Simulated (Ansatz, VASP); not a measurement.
**LuMnIn: VASP beside Ansatz**

```xyz
3
Lattice="4.6941 0.0000 0.0000 -2.3470 4.0652 0.0000 0.0000 0.0000 3.3702" Properties=species:S:1:pos:R:3 pbc="T T T"
Lu    0.0000    0.0000    0.0000
Mn    0.0000    2.7101    1.6851
In    2.3470    1.3551    1.6851
```

Alike in both runs: task single point; functional PBE; k mesh 7 × 7 × 9; occupations fermi-dirac, width 0.15 eV; collinear spin.

|  | VASP | Ansatz |
| --- | --- | --- |
| version | VASP 6.6.1 | Ansatz 0.2.0 |
| potentials or method | VASP PAW PBE potentials, release 64 (Lu, Mn_pv, In_d), cutoff 520 eV | plane waves, PAW |
| valence electrons in the cell | 51 | 53 |

|  | VASP | Ansatz | Ansatz less VASP |
| --- | --- | --- | --- |
| net moment per atom (μB) | 1.15 | 1.15 | +0.001 |
| size of the moment on the site where the two differ most (μB) | 0.03 | 0.02 | -0.015 |

Site moments also hang on the region over which each program counts them. VASP's potentials hold 51 valence electrons a cell and Ansatz's 53, so a difference there can come from the potentials and not from the codes.

Spin-orbit coupling is off throughout.
